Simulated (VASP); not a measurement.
## Tl: single point with PBEsol

Crystal: Tl.

```
CELL_PARAMETERS angstrom
3.34793 0.00000 0.00000
-1.67396 2.89939 0.00000
0.00000 0.00000 5.88745
ATOMIC_POSITIONS crystal
Tl 0.33333 0.66667 0.25000
Tl 0.66667 0.33333 0.75000
```

This cell differs from its parent crystal: ratio of the length along z to the lengths across it x 1.1, volume and fractional coordinates fixed.

```json
{
  "Program": "VASP 6.6.1",
  "Task": "single point",
  "Functional": "PBEsol",
  "Potentials or basis": "VASP PAW PBE potentials, release 64 (Tl_d)",
  "Cutoff": "520 eV",
  "k mesh": "18 × 18 × 10",
  "Occupations": "gaussian, width 0.15 eV",
  "Spin": "no spin polarisation"
}
```

| Quantity | Value |
| --- | --- |
| Pressure | 0.0 GPa |
| Band gap on the k mesh | zero (band 13 reaches 9.07 eV, above the bottom of band 14 at 4.09 eV) |

Stress tensor (GPa, compression positive):
```
 0.80  0.00  0.00
 0.00  0.80  0.00
 0.00  0.00 -1.54
```

Levels at points of the mesh, in eV from the Fermi level:
```
           k point  band 11  band 12  band 13  band 14  band 15  band 16
(0.00, 0.00, 0.00)   -10.07    -6.01    -3.14     8.63     9.19     9.19
(0.50, 0.00, 0.00)    -5.37    -4.43    -1.18    -0.17     1.32     3.63
(0.00, 0.00, 0.50)    -8.80    -8.80     2.04     2.04    10.01    10.01
(0.50, 0.00, 0.50)    -4.50    -4.50    -2.30    -2.30     5.38     5.38
```

It took 79 s on 1 thread of Intel(R) Xeon(R) 6975P-C (Granite Rapids) (shared host), peak memory 0.34 GiB.

Caveat: the PAW data sets were made with another functional, which shifts forces and pressure a little; spin-orbit coupling is left out, which moves the levels of the heavy elements.
